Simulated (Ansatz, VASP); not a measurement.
**One calculation of WSe2, two programs**

Contents of INCAR:

```
PREC = Accurate
ENCUT = 500
EDIFF = 1E-6
ISMEAR = 0
SIGMA = 0.05
LREAL = F
LASPH = T
NELM = 120
ALGO = Normal
ISIF = 2
LWAVE = F
LCHARG = T
LELF = T
LVHAR = T
NBANDS = 20
GGA_COMPAT = F
```

Contents of KPOINTS:

```
Automatic mesh
0
Gamma
  9 9 2
```

Contents of POSCAR:

```
WSe2
1.0
    3.3772833224      0.0000000000      0.0000000000
   -1.6886416612      2.9248131530      0.0000000000
    0.0000000000      0.0000000000     16.6603124568
W Se
1 2
Direct
    0.0000000000      0.0000000000     -0.0030940386
    0.3333333333      0.6666666667      0.1035294014
    0.3333333333      0.6666666667      0.9036733446
```

Input for Ansatz:

```yaml
crystal:
  lattice:
    - [3.3772833224, 0.0, 0.0]
    - [-1.6886416612, 2.924813153, 0.0]
    - [0.0, 0.0, 16.6603124568]
  atoms:
    - { symbol: W, position: [0.0, 0.0, -0.0030940386] }
    - { symbol: Se, position: [0.3333333333, 0.6666666667, 0.1035294014] }
    - { symbol: Se, position: [0.3333333333, 0.6666666667, 0.9036733446] }
basis:
  ecutwfc: 420
kpoints:
  mp_grid: { grid: [9, 9, 2] }
hamiltonian:
  xc: lda
  pseudopotentials: { kind: paw, azcp: { folder: soft_1 } }
scf:
  occupations: { method: gaussian, width: 0.05 }
output:
  forces: true
  stress: true
  eigenvalues: true
```

Change from the starting cell: mode 9 frozen in at -0.060 Å, equal normal strain along x and y +0.0400.

Alike in both runs: task single point; functional LDA; k mesh 9 × 9 × 2; occupations gaussian, width 0.05 eV; no spin polarisation.

|  | VASP | Ansatz |
| --- | --- | --- |
| version | VASP 6.6.1 | Ansatz 0.2.0 |
| potentials or method | VASP PAW LDA potentials, release 64 (W_sv, Se), cutoff 500 eV | scalar-relativistic, plane waves, PAW |
| valence electrons in the cell | 26 | 46 |

VASP gave:

* gap on the k mesh at the Fermi level (eV): 1.29
* least direct gap on the mesh (eV): 1.36
* rms of the force components (eV/Å): 1.182

Question: Which values does Ansatz return?

Answer: gap on the k mesh at the Fermi level (eV): 1.30; least direct gap on the mesh (eV): 1.36; rms of the force components (eV/Å): 1.179.

Ansatz warns that its potentials were made for another functional, while VASP's fit it. LDA's correlation is that of Perdew and Zunger in VASP and of Perdew and Wang (1992) in Ansatz. Atom by atom the forces differ by 0.042 eV/Å (rms over components). VASP's potentials hold 26 valence electrons a cell and Ansatz's 46, so a difference there can come from the potentials and not from the codes.

Neither program's run includes spin-orbit coupling.
